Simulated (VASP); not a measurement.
Here is a VASP 6.6.1 calculation.

Contents of POSCAR:

```
Pd
1.0
    3.8403854400      0.0000000000      0.0000000000
    0.0000000000      3.8403854400      0.0000000000
    0.0000000000      0.0000000000      3.8403854400
Pd
4
Direct
    0.0000000000      0.0000000000      0.0000000000
    0.0000000000      0.5000000000      0.5000000000
    0.5000000000      0.0000000000      0.5000000000
    0.5000000000      0.5000000000      0.0000000000
```

The input INCAR.step1:

```
SYSTEM = Pd
  PREC = Accurate
  ENCUT = 690
  ISMEAR = -1
  SIGMA = 0.05
  LREAL = .False.
  LASPH = .True.
  NELM = 120
  NBANDS = 44
  GGA = PE
  ALGO = Normal
  EDIFF = 1E-5
  LWAVE = .True.
  LCHARG = .False.
  GGA_COMPAT = .False.
```

INCAR.step2

```
SYSTEM = Pd
  PREC = Accurate
  ENCUT = 690
  EDIFF = 1E-6
  ISMEAR = -1
  SIGMA = 0.05
  LREAL = .False.
  LASPH = .True.
  NELM = 120
  ALGO = Normal
  ISIF = 2
  LWAVE = .False.
  LCHARG = .False.
  METAGGA = R2SCAN
  LMIXTAU = .True.
  NBANDS = 44
  ISTART = 1
  GGA_COMPAT = .False.
```

File KPOINTS:

```
regular mesh
0
Gamma
  7 7 7
  0 0 0
```

Potentials or basis: VASP PAW PBE potentials, release 64 (Pd_sv_GW).

Run with:

```sh
$ cat potpaw_PBE.64/Pd_sv_GW/POTCAR > POTCAR
$ cp INCAR.step1 INCAR
$ mpirun -np 1 vasp_std > vasp.out
$ cp INCAR.step2 INCAR
$ mpirun -np 1 vasp_std > vasp.out
```

Task: Predict the pressure.

Result: 11.7 GPa.

Task: What does it give for the band gap on the k mesh?

Result: Zero (bands 36 and 37 overlap by 0.65 eV).

Caveat: the cell stands under pressure; the PAW data sets were made with another functional, which shifts forces and pressure a little.
